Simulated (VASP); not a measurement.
# HfSi3 (P1) in VASP: single point with PBE

Aim: the single point of HfSi3 with PBE.

Everything below comes from runs of VASP 6.6.1. Logs are shortened: lines on timing, memory, paths and dates and some standing lists are left out, and cuts for length are marked.

### Step 1. The cell of the first run

The typed cell holds 4 atoms: a = 3.906 Å, b = 3.965 Å, c = 3.971 Å, α = 89.76°, β = 90.09°, γ = 90.11°.

### Step 2. Single point, PBE (atoms moved at random and the cell strained at random)

Contents of INCAR:

```
ALGO     = Normal         # electronic algorithm
EDIFF    = 1E-6           # SCF threshold, eV
ENCUT    = 520            # plane-wave cutoff, eV
GGA      = PE             # functional
ISIF     = 2              # what is computed and relaxed
ISMEAR   = 0              # smearing method
LASPH    = T              # aspherical terms in the spheres
LCHARG   = T              # write CHGCAR
LELF     = T              # ELF
LREAL    = F              # projectors in reciprocal space
LVHAR    = T            
LWAVE    = F              # write WAVECAR
NBANDS   = 19             # bands
NELM     = 100            # most SCF steps
PREC     = Accurate       # precision mode
SIGMA    = 0.05           # smearing width, eV
```

Contents of KPOINTS:

```
k-points
0
Gamma
  8 8 8
```

Contents of POSCAR:

```
HfSi3
1.0
    3.9058175632     -0.0039135479     -0.0030177070
   -0.0039135479      3.9645387286      0.0083628329
   -0.0030177070      0.0083628329      3.9706974943
Hf Si
1 3
Direct
   -0.0072325386      0.0165623562      0.0024231876
    0.0046772844      0.5279502631      0.5166300707
    0.4913329799      0.4831464081      0.0032567760
    0.5112222744     -0.0276590275      0.4776899657
```

Potentials or basis: VASP PAW PBE potentials, release 64 (Hf_pv, Si).

Launch:

```console
> cat potpaw_PBE.64/Hf_pv/POTCAR potpaw_PBE.64/Si/POTCAR > POTCAR
> mpirun -np 1 vasp_std > vasp.out
```

OUTCAR:

```text
EDIFF = 1E-6
   ENCUT = 520
   GGA = PE
   ISIF = 2
   ISMEAR = 0
   LASPH = T
   LREAL = F
   NELM = 100
   PREC = Accurate

 ion  position               nearest neighbor table
   1  0.993  0.017  0.002-   4 2.67   3 2.68   3 2.70   2 2.74   4 2.77   2 2.79   2 2.81   4 2.81
                             3 2.88   3 2.88   2 2.88   4 2.91
   2  0.005  0.528  0.517-   4 2.62   4 2.65   3 2.71   1 2.74   3 2.79   1 2.79   3 2.80   1 2.81
                             3 2.86   1 2.88   4 2.93   4 2.97
   3  0.491  0.483  0.003-   1 2.68   1 2.70   4 2.71   2 2.71   4 2.76   2 2.79   2 2.80   4 2.84
                             2 2.86   1 2.88   1 2.88   4 2.92
   4  0.511  0.972  0.478-   2 2.62   2 2.65   1 2.67   3 2.71   3 2.76   1 2.77   1 2.81   3 2.84
                             1 2.91   3 2.92   2 2.93   2 2.97

  LATTYP: Found a triclinic cell.
 ALAT       =     5.5654603950
 B/A-ratio  =     0.7017965114
 C/A-ratio  =     1.0060684795
 COS(alpha) =     0.0003211997
 COS(beta)  =     0.5040436973
 COS(gamma) =     0.7007015587

  Lattice vectors:

 A1 = (  -3.9027998562,  -0.0044492850,  -3.9676797873)
 A2 = (  -3.9058175632,   0.0039135479,   0.0030177070)
 A3 = (  -0.0008958409,   3.9561758957,  -3.9623346614)

Analysis of symmetry for initial positions (statically):
=====================================================================
 Subroutine PRICEL returns:
 Original cell was already a primitive cell.

 Routine SETGRP: Setting up the symmetry group for a
 triclinic supercell.

 Subroutine GETGRP returns: Found  1 space group operations
 (whereof  1 operations were pure point group operations)
 out of a pool of  2 trial point group operations.

The static configuration has the point symmetry C_1 .

Analysis of symmetry for dynamics (positions and initial velocities):
=====================================================================
 Subroutine PRICEL returns:
 Original cell was already a primitive cell.

 Routine SETGRP: Setting up the symmetry group for a
 triclinic supercell.

 Subroutine GETGRP returns: Found  1 space group operations
 (whereof  1 operations were pure point group operations)
 out of a pool of  2 trial point group operations.

The dynamic configuration has the point symmetry C_1 .
[... 98 lines left out ...]
   LNONCOLLINEAR =      F non collinear calculations
   LSORBIT =      F    spin-orbit coupling
   LASPH  =      T    aspherical Exc in radial PAW
   ENCUT  =  520.0 eV  38.22 Ry    6.18 a.u.   7.26  7.37  7.38*2*pi/ulx,y,z
   NELM   =    100;   NELMIN=  2; NELMDL= -5     # of ELM steps
   EDIFF  = 0.1E-05   stopping-criterion for ELM
   LREAL  =      F    real-space projection
   EDIFFG = 0.1E-04   stopping-criterion for IOM
   NSW    =      0    number of steps for IOM
   IBRION =     -1    ionic relax: 0-MD 1-quasi-New 2-CG
   NFREE  =      0    steps in history (QN), initial steepest desc. (CG)
   ISIF   =      2    stress and relaxation
   ISYM   =      2    0-nonsym 1-usesym 2-fastsym
   POTIM  = 0.5000    time-step for ionic-motion
   TEBEG  =    0.0;   TEEND  =   0.0 temperature during run
   PSTRESS=    0.0 pullay stress
   NELECT =      22.0000    total number of electrons
   NUPDOWN=      -1.0000    fix difference up-down
   EMIN   =  10.00;   EMAX   =-10.00  energy-range for DOS
   EFERMI =   0.00;   METHOD = LEGACY
   ISMEAR =     0;   SIGMA  =   0.05  broadening in eV -4-tet -1-fermi 0-gaus
   EFERMI_NEDOS =   21; number of points for ismear=-14 and -15
   IALGO  =     38    algorithm
   IMIX   =      4    mixing-type and parameters
     AMIX     =   0.40;   BMIX     =  1.00
     AMIX_MAG =   1.60;   BMIX_MAG =  1.00
  volume/ion in A,a.u.               =      15.37       103.73
  Fermi-wavevector in a.u.,A,eV,Ry     =   1.162232  2.196300 18.378518  1.350783
  Thomas-Fermi vector in A             =   2.298795
   LORBIT       =      0    0 simple, 1 ext, 2 COOP (PROOUT), +10 PAW based schemes
   GGA     = PE    functional components
   LHFCALC =     F    Hartree Fock is set to
   AEXX    =    0.0000 exact exchange contribution
   IVDW    =     0    specifies the selected vdW correction
   LEPSILON=     F    determine dielectric tensor
   LRPA    =     F    only Hartree local field effects (RPA)
 non-spin polarized calculation
 Gauss-broadening in eV      SIGMA  =   0.05
  energy-cutoff  :      520.00
  volume of cell :       61.48
 maximum number of plane-waves:      1691
 NGX is ok and might be reduce to    30
   NGX = 15   NGY = 15   NGZ = 15

 number of electron      21.9999998 magnetization

 Free energy of the ion-electron system (eV)
  ---------------------------------------------------
  ext. energy  EPLUGINS =         0.00000000
  ---------------------------------------------------
  free energy    TOTEN  =       -26.30550168 eV

  energy without entropy =      -26.30222344  energy(sigma->0) =      -26.30386256

 E-fermi :   9.4320     XC(G=0): -11.5036

 val. band max:        9.4188731709   @ k =   0.1250   0.1250   0.3750
 cond. band min:       9.4328029958   @ k =  -0.3750   0.1250   0.5000
 fundamental gap:      0.0139298250
 Fermi energy:         9.4319703824

 k-point     1 :       0.0000    0.0000    0.0000
  band No.  band energies     occupation
      1     -21.7800      2.00000
      2     -21.7757      2.00000
      3     -21.7693      2.00000
      4      -4.1299      2.00000
      5       3.2416      2.00000
      6       3.4050      2.00000
[... 505 lines left out ...]
      6       2.1070      2.00000
[... 11 lines left out ...]
     18      14.9056      0.00000
     19      15.7469      0.00000

 [... further k-points ...]

------------------------ aborting loop because EDIFF is reached ----------------------------------------

  FORCE on cell =-STRESS in cart. coord.  units (eV):
  Direction    XX          YY          ZZ          XY          YZ          ZX
  --------------------------------------------------------------------------------------
  -------------------------------------------------------------------------------------
  Total        1.7766963      1.1852492      1.0330516     -0.0561490     -0.0310810     -0.2065715
  in kB       46.2972260     30.8852733     26.9193023     -1.4631332     -0.8099090     -5.3828491
  external PRESSURE =      34.7006005 kB  Pullay stress =       0.0000000 kB

 VOLUME and BASIS-vectors are now :
 -----------------------------------------------------------------------------
  energy-cutoff  :      520.00
  volume of cell :       61.48
      direct lattice vectors                 reciprocal lattice vectors
     3.905817563 -0.003913548 -0.003017707     0.256028746  0.000252326  0.000194049
    -0.003913548  3.964538729  0.008362833     0.000252326  0.252237523 -0.000531055
    -0.003017707  0.008362833  3.970697494     0.000194049 -0.000531055  0.251846188

 POSITION                                       TOTAL-FORCE (eV/Angst)
 -----------------------------------------------------------------------------------
      3.87750      0.06180      0.00676         0.197082     -0.075148     -0.254217
      0.01464      2.09738      2.05578         0.104619     -0.550369     -0.383112
      1.91716      1.91356      0.01549         0.138525      0.742996     -0.033611
      1.99149      3.85688      1.90335        -0.440226     -0.117479      0.670940
 -----------------------------------------------------------------------------------
    total drift:                               -0.000025     -0.000017      0.000107

  FREE ENERGIE OF THE ION-ELECTRON SYSTEM (eV)
  ---------------------------------------------------
  free  energy   TOTEN  =       -26.3055016758 eV

  energy  without entropy=      -26.3022234415  energy(sigma->0) =      -26.30386256
```

stdout:

```text
POSCAR found type information on POSCAR HfSi
 POSCAR found :  2 types and       4 ions
 scaLAPACK will be used
 LDA part: xc-table for (Slater+PW92), standard interpolation
 POSCAR, INCAR and KPOINTS ok, starting setup
 FFT: planning ... GRIDC
 FFT: planning ... GRID_SOFT
 FFT: planning ... GRID
 WAVECAR not read
 entering main loop
```

It took 3.1 min on 1 thread of Intel Xeon Platinum 8259CL at 2.50GHz (Skylake/Cascade Lake), shared host; peak memory 0.38 GiB.

Results:

```
Free energy            : -26.3055 eV
Pressure               : 3.5 GPa
Largest force          : 0.811 eV/Å
Band gap on the k mesh : zero (bands 11 and 12 overlap by 1.88 eV)
```

Forces on the atoms (eV/Å):
```
Hf   0.197 -0.075 -0.254
Si   0.105 -0.550 -0.383
Si   0.139  0.743 -0.034
Si  -0.440 -0.117  0.671
```

Levels at points of the mesh, in eV from the Fermi level:
| k point | band 7 | band 8 | band 9 | band 10 | band 11 | band 12 | band 13 | band 14 | band 15 | band 16 |
| --- | --- | --- | --- | --- | --- | --- | --- | --- | --- | --- |
| (0.00, 0.00, 0.00) | -4.30 | -4.20 | -4.14 | -0.34 | -0.23 | -0.13 | -0.05 | 2.15 | 2.27 | 2.42 |
| (0.50, 0.00, 0.00) | -4.51 | -4.09 | -3.50 | -1.21 | -1.13 | -0.33 | 0.45 | 0.51 | 2.80 | 2.85 |
| (0.00, 0.50, 0.00) | -4.40 | -4.06 | -3.52 | -1.15 | -1.02 | -0.26 | 0.31 | 0.58 | 2.91 | 2.96 |
| (0.50, 0.50, 0.00) | -7.08 | -3.15 | -3.12 | -1.26 | -1.09 | 0.52 | 0.67 | 1.10 | 1.79 | 4.29 |
| (0.00, 0.00, 0.50) | -4.38 | -4.03 | -3.45 | -1.23 | -1.07 | -0.35 | 0.31 | 0.51 | 2.88 | 2.96 |
| (0.50, 0.00, 0.50) | -7.16 | -3.23 | -3.11 | -1.48 | -0.69 | 0.58 | 0.75 | 1.13 | 1.74 | 4.28 |
| (0.00, 0.50, 0.50) | -7.16 | -3.10 | -3.06 | -1.06 | -0.79 | 0.79 | 0.87 | 0.93 | 1.62 | 4.13 |
| (0.50, 0.50, 0.50) | -6.90 | -5.10 | -5.02 | -5.00 | -1.04 | 2.14 | 2.29 | 3.99 | 4.02 | 4.12 |

Caveat: the cell differs from its parent crystal (atoms moved at random and the cell strained at random); the cell stands under pressure; spin-orbit coupling is left out, which moves the levels of the heavy elements.
